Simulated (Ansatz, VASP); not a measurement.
**ZnCu: VASP beside Ansatz**

```
CELL_PARAMETERS angstrom
4.14909 0.00000 0.00000
0.00000 2.83337 0.00000
0.00000 0.00000 4.19014
ATOMIC_POSITIONS crystal
Zn 0.25000 0.00000 0.27940
Zn 0.75000 0.00000 0.72060
Cu 0.25000 0.50000 0.78284
Cu 0.75000 0.50000 0.21716
```

Alike in both runs: functional PBEsol; k mesh 10 × 14 × 10; occupations gaussian, width 0.1 eV; no spin polarisation.

Ansatz relaxed the structure, and its values are those at the end. VASP's run is a single point on that final structure, the one shown.

```csv
,VASP,Ansatz
version,VASP 6.6.1,Ansatz 0.2.0
potentials or method,"VASP PAW PBE potentials, release 64 (Zn, Cu), cutoff 520 eV","scalar-relativistic, plane waves, PAW"
valence electrons in the cell,46,62
```

```csv
,VASP,Ansatz,Ansatz less VASP
gap on the k mesh at the Fermi level (eV),none,none,-
pressure (GPa),0.7,0.0,-0.73
```

VASP's potentials were made for PBE, not for PBEsol. A gap of «none» marks a metal or a gap that the smearing closes. The functional is the same, so the differences come from potentials, cutoffs and numerics. VASP's potentials hold 46 valence electrons a cell and Ansatz's 62, so a difference there can come from the potentials and not from the codes.
